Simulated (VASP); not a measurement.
# Zn (R-3m) in VASP: further runs

The runs below take Zn through single point, relaxation of cell and atoms, with PBE.

Program: VASP 6.6.1. These are calculated values, not measurements. Logs are shortened: lines on timing, memory, paths and dates and some standing lists are left out, and cuts for length are marked.

## 1. The cell of the first run

It takes space group R-3m (No. 166, trigonal). Conventional cell: a = 2.893 Å, b = 2.893 Å, c = 18.756 Å, α = 90.00°, β = 90.00°, γ = 120.00°. Within 3.5 Å of Zn (site symmetry -3m) lie 12 Zn at 2.67 to 2.89 Å. Zn (site symmetry 3m) has 12 Zn at 2.67 to 2.89 Å within 3.5 Å.

## 2. Single point, PBE

Input file INCAR:

```
ALGO = Fast ; EDIFF = 1E-6
ENCUT = 520 ; GGA = PE
ISIF = 2 ; ISMEAR = 0
LASPH = True ; LCHARG = False
LREAL = False ; LWAVE = False
NBANDS = 25 ; NELM = 80
PREC = Accurate ; SIGMA = 0.1
```

Input file KPOINTS:

```
k-points
0
Gamma
  6 6 6
```

Input file POSCAR:

```
Zn
1.0
    1.4465873197      0.8351875784      6.2520405515
   -1.4465873197      0.8351875784      6.2520405515
    0.0000000000     -1.6703751569      6.2520405515
Zn
3
Direct
    0.0000000000      0.0000000000      0.0000000000
    0.2222526495      0.2222526495      0.2222526495
    0.7777473505      0.7777473505      0.7777473505
```

Potentials or basis: VASP PAW PBE potentials, release 64 (Zn).

Launch:

```
$ cat potpaw_PBE.64/Zn/POTCAR > POTCAR
$ mpirun -np 1 vasp_std > vasp.out
```

OUTCAR:

```text
EDIFF = 1E-6
   ENCUT = 520
   GGA = PE
   ISIF = 2
   ISMEAR = 0
   LASPH = True
   LREAL = False
   NELM = 80
   PREC = Accurate

 ion  position               nearest neighbor table
   1  0.000  0.000  0.000-   3 2.67   3 2.67   2 2.67   2 2.67   3 2.67   2 2.67
   2  0.222  0.222  0.222-   1 2.67   1 2.67   1 2.67   3 2.67   3 2.67   3 2.67
   3  0.778  0.778  0.778-   1 2.67   1 2.67   1 2.67   2 2.67   2 2.67   2 2.67

  LATTYP: Found a trigonal (rhomboedric) cell.
 ALAT       =     6.4713340373
 COS(alpha) =     0.9000617667

  Lattice vectors:

 A1 = (   1.4465873197,   0.8351875784,   6.2520405515)
 A2 = (  -1.4465873197,   0.8351875784,   6.2520405515)
 A3 = (   0.0000000000,  -1.6703751569,   6.2520405515)

Analysis of symmetry for initial positions (statically):
=====================================================================
 Subroutine PRICEL returns:
 Original cell was already a primitive cell.

 Routine SETGRP: Setting up the symmetry group for a
 trigonal (rhombohedral) supercell.

 Subroutine GETGRP returns: Found 12 space group operations
 (whereof 12 operations were pure point group operations)
 out of a pool of 12 trial point group operations.

The static configuration has the point symmetry D_3d.

Analysis of symmetry for dynamics (positions and initial velocities):
=====================================================================
 Subroutine PRICEL returns:
 Original cell was already a primitive cell.

 Routine SETGRP: Setting up the symmetry group for a
 trigonal (rhombohedral) supercell.

 Subroutine GETGRP returns: Found 12 space group operations
 (whereof 12 operations were pure point group operations)
 out of a pool of 12 trial point group operations.

The dynamic configuration has the point symmetry D_3d.

 Subroutine INISYM returns: Found 12 space group operations
 (whereof 12 operations are pure point group operations),
 and found     1 'primitive' translations

----------------------------------------------------------------------------------------

                                     Primitive cell

  volume of cell :      45.3212

  direct lattice vectors                    reciprocal lattice vectors
     1.446587320  0.835187578  6.252040552     0.345641078  0.199555969  0.053315926
    -1.446587320  0.835187578  6.252040552    -0.345641078  0.199555969  0.053315926
     0.000000000 -1.670375157  6.252040552     0.000000000 -0.399111938  0.053315926

  length of vectors
     6.471334037  6.471334037  6.471334037     0.402657332  0.402657332  0.402657332

  position of ions in fractional coordinates (direct lattice)
     0.000000000  0.000000000  0.000000000
     0.222252649  0.222252649  0.222252649
     0.777747351  0.777747351  0.777747351

  ion indices of the primitive-cell ions
   primitive index   ion index
                 1           1
                 2           2
                 3           3

----------------------------------------------------------------------------------------

 KPOINTS: k-points

Automatic generation of k-mesh.
 Grid dimensions read from file:
 generate k-points for:    6    6    6

 Generating k-lattice:

  Cartesian coordinates                     Fractional coordinates (reciprocal lattice)
     0.057606846  0.033259328  0.008885988     0.166666667  0.000000000 -0.000000000
    -0.057606846  0.033259328  0.008885988     0.000000000  0.166666667 -0.000000000
     0.000000000 -0.066518656  0.008885988     0.000000000  0.000000000  0.166666667

  Length of vectors
     0.067109555  0.067109555  0.067109555

  Shift w.r.t. Gamma in fractional coordinates (k-lattice)
     0.000000000  0.000000000  0.000000000

 Subroutine IBZKPT returns following result:
 ===========================================

 Found     32 irreducible k-points:

 Following reciprocal coordinates:
            Coordinates               Weight
  0.000000  0.000000  0.000000      1.000000
  0.166667 -0.000000  0.000000      6.000000
  0.333333 -0.000000  0.000000      6.000000
  0.500000 -0.000000 -0.000000      3.000000
  0.166667  0.166667  0.000000      6.000000
  0.333333  0.166667 -0.000000     12.000000
[... 16 lines left out ...]
  0.500000  0.500000  0.166667      6.000000
 -0.333333  0.500000  0.166667     12.000000
 [... further k-points ...]
   k-points           NKPTS =     32   k-points in BZ     NKDIM =     32   number of bands    NBANDS=     25
   number of dos      NEDOS =    301   number of ions     NIONS =      3
   total plane-waves  NPLWV = 110592
   dimension x,y,z NGX =    48 NGY =   48 NGZ =   48
   dimension x,y,z NGXF=    96 NGYF=   96 NGZF=   96
   ions per type =               3
   NGX,Y,Z   is equivalent  to a cutoff of  12.33, 12.33, 12.33 a.u.
   NGXF,Y,Z  is equivalent  to a cutoff of  24.66, 24.66, 24.66 a.u.
 SYSTEM =  unknown system
   PREC   = accura    normal or accurate (medium, high low for compatibility)
   ISTART =      0    job   : 0-new  1-cont  2-samecut
   ICHARG =      2    charge: 1-file 2-atom 10-const
   ISPIN  =      1    spin polarized calculation?
   LNONCOLLINEAR =      F non collinear calculations
   LSORBIT =      F    spin-orbit coupling
   LASPH  =      T    aspherical Exc in radial PAW
   ENCUT  =  520.0 eV  38.22 Ry    6.18 a.u.  12.03 12.03 12.03*2*pi/ulx,y,z
   NELM   =     80;   NELMIN=  2; NELMDL= -5     # of ELM steps
   EDIFF  = 0.1E-05   stopping-criterion for ELM
   LREAL  =      F    real-space projection
   EDIFFG = 0.1E-04   stopping-criterion for IOM
   NSW    =      0    number of steps for IOM
   IBRION =     -1    ionic relax: 0-MD 1-quasi-New 2-CG
   NFREE  =      0    steps in history (QN), initial steepest desc. (CG)
   ISIF   =      2    stress and relaxation
   ISYM   =      2    0-nonsym 1-usesym 2-fastsym
   POTIM  = 0.5000    time-step for ionic-motion
   TEBEG  =    0.0;   TEEND  =   0.0 temperature during run
   PSTRESS=    0.0 pullay stress
   NELECT =      36.0000    total number of electrons
   NUPDOWN=      -1.0000    fix difference up-down
   EMIN   =  10.00;   EMAX   =-10.00  energy-range for DOS
   EFERMI =   0.00;   METHOD = LEGACY
   ISMEAR =     0;   SIGMA  =   0.10  broadening in eV -4-tet -1-fermi 0-gaus
   EFERMI_NEDOS =   21; number of points for ismear=-14 and -15
   IALGO  =     68    algorithm
   IMIX   =      4    mixing-type and parameters
     AMIX     =   0.40;   BMIX     =  1.00
     AMIX_MAG =   1.60;   BMIX_MAG =  1.00
  volume/ion in A,a.u.               =      15.11       101.95
  Fermi-wavevector in a.u.,A,eV,Ry     =   1.516149  2.865105 31.275800  2.298706
  Thomas-Fermi vector in A             =   2.625577
   LORBIT       =      0    0 simple, 1 ext, 2 COOP (PROOUT), +10 PAW based schemes
   GGA     = PE    functional components
   LHFCALC =     F    Hartree Fock is set to
   AEXX    =    0.0000 exact exchange contribution
   IVDW    =     0    specifies the selected vdW correction
   LEPSILON=     F    determine dielectric tensor
   LRPA    =     F    only Hartree local field effects (RPA)
 non-spin polarized calculation
 RMM-DIIS sequential band-by-band and
 Gauss-broadening in eV      SIGMA  =   0.10
  energy-cutoff  :      520.00
  volume of cell :       45.32
 maximum number of plane-waves:      1250
   NGX = 25   NGY = 25   NGZ = 25

 number of electron      35.9999983 magnetization

 Free energy of the ion-electron system (eV)
  ---------------------------------------------------
  ext. energy  EPLUGINS =         0.00000000
  ---------------------------------------------------
  free energy    TOTEN  =        -3.21244165 eV

  energy without entropy =       -3.20954182  energy(sigma->0) =       -3.21099173

 E-fermi :   2.9329     XC(G=0): -11.5934

 val. band max:        2.7762972873   @ k =   0.5000   0.3333   0.0000
 cond. band min:       2.9784273006   @ k =  -0.3333   0.1667  -0.0000
 fundamental gap:      0.2021300134
 Fermi energy:         2.9328530280

 k-point     1 :       0.0000    0.0000    0.0000
  band No.  band energies     occupation
      1      -7.2885      2.00000
      2      -5.1638      2.00000
      3      -5.1368      2.00000
      4      -4.6638      2.00000
      5      -4.6638      2.00000
      6      -4.5457      2.00000
[... 17 lines left out ...]
     24      16.9201      0.00000
     25      18.5765      0.00000

 k-point     2 :       0.1667   -0.0000    0.0000
  band No.  band energies     occupation
      1      -6.6169      2.00000
      2      -4.9811      2.00000
      3      -4.9408      2.00000
      4      -4.7357      2.00000
      5      -4.7065      2.00000
      6      -4.6249      2.00000
[... 17 lines left out ...]
     24      14.7645      0.00000
     25      16.4529      0.00000

 k-point     3 :       0.3333   -0.0000    0.0000
  band No.  band energies     occupation
      1      -5.3599      2.00000
      2      -5.0349      2.00000
      3      -4.9908      2.00000
      4      -4.8933      2.00000
      5      -4.8339      2.00000
      6      -4.6981      2.00000
[... 17 lines left out ...]
     24      12.2979      0.00000
     25      13.7143      0.00000

 k-point     4 :       0.5000   -0.0000   -0.0000
  band No.  band energies     occupation
      1      -5.3104      2.00000
      2      -5.0696      2.00000
      3      -5.0594      2.00000
      4      -4.9661      2.00000
      5      -4.9562      2.00000
      6      -4.7513      2.00000
[... 17 lines left out ...]
     24      12.2951      0.00000
     25      13.4562      0.00000
[... 477 lines left out ...]
 k-point    22 :      -0.1667    0.3333    0.1667
  band No.  band energies     occupation
      1      -5.1222      2.00000
      2      -5.0861      2.00000
      3      -5.0019      2.00000
      4      -4.7902      2.00000
      5      -4.7720      2.00000
      6      -4.6807      2.00000
[... 17 lines left out ...]
     24      11.8344      0.00000
     25      12.1634      0.00000

 k-point    23 :       0.5000    0.5000    0.1667
  band No.  band energies     occupation
      1      -5.2528      2.00000
      2      -5.1656      2.00000
      3      -5.0869      2.00000
      4      -4.8361      2.00000
      5      -4.5866      2.00000
      6      -4.5488      2.00000
[... 17 lines left out ...]
     24      14.6431      0.00000
     25      14.9356      0.00000

 k-point    24 :      -0.3333    0.5000    0.1667
  band No.  band energies     occupation
      1      -5.1491      2.00000
      2      -5.0648      2.00000
      3      -5.0326      2.00000
      4      -4.8954      2.00000
      5      -4.7122      2.00000
      6      -4.6493      2.00000
[... 17 lines left out ...]
     24       9.6809      0.00000
     25      11.4140      0.00000

 [... further k-points ...]

------------------------ aborting loop because EDIFF is reached ----------------------------------------

  FORCE on cell =-STRESS in cart. coord.  units (eV):
  Direction    XX          YY          ZZ          XY          YZ          ZX
  --------------------------------------------------------------------------------------
  -------------------------------------------------------------------------------------
  Total        0.0205300      0.0205300      0.0587114      0.0000000     -0.0000000      0.0000000
  in kB        0.7257686      0.7257686      2.0755414      0.0000000     -0.0000000      0.0000000
  external PRESSURE =       1.1756929 kB  Pullay stress =       0.0000000 kB

 VOLUME and BASIS-vectors are now :
 -----------------------------------------------------------------------------
  energy-cutoff  :      520.00
  volume of cell :       45.32
      direct lattice vectors                 reciprocal lattice vectors
     1.446587320  0.835187578  6.252040552     0.345641078  0.199555969  0.053315926
    -1.446587320  0.835187578  6.252040552    -0.345641078  0.199555969  0.053315926
     0.000000000 -1.670375157  6.252040552     0.000000000 -0.399111938  0.053315926

 POSITION                                       TOTAL-FORCE (eV/Angst)
 -----------------------------------------------------------------------------------
      0.00000      0.00000      0.00000         0.000000      0.000000      0.000000
      0.00000     -0.00000      4.16860         0.000000      0.000000     -0.010907
      0.00000     -0.00000     14.58752         0.000000     -0.000000      0.010907
 -----------------------------------------------------------------------------------
    total drift:                               -0.000000     -0.000000      0.000000

  FREE ENERGIE OF THE ION-ELECTRON SYSTEM (eV)
  ---------------------------------------------------
  free  energy   TOTEN  =        -3.2124416453 eV

  energy  without entropy=       -3.2095418196  energy(sigma->0) =       -3.21099173
```

Run time: 60 s. Hardware: 1 thread of AMD EPYC 9R45 (Zen 5), shared host; peak memory 0.28 GiB.

What came out:

```
Free energy            : -3.2124 eV
Pressure               : 0.1 GPa
Largest force          : 0.011 eV/Å
Band gap on the k mesh : zero (bands 18 and 19 overlap by 2.15 eV)
```

Forces on the atoms (eV/Å):
```
Zn   0.000  0.000  0.000
Zn   0.000  0.000 -0.011
Zn   0.000  0.000  0.011
```

Caveat: the k points lie up to 0.42 Å⁻¹ apart, too coarse for converged energies and pressures of a metal.

(Part 1 of 2 ends here.)

The gap in the log of VASP goes by the Fermi energy; the results here count the filled bands.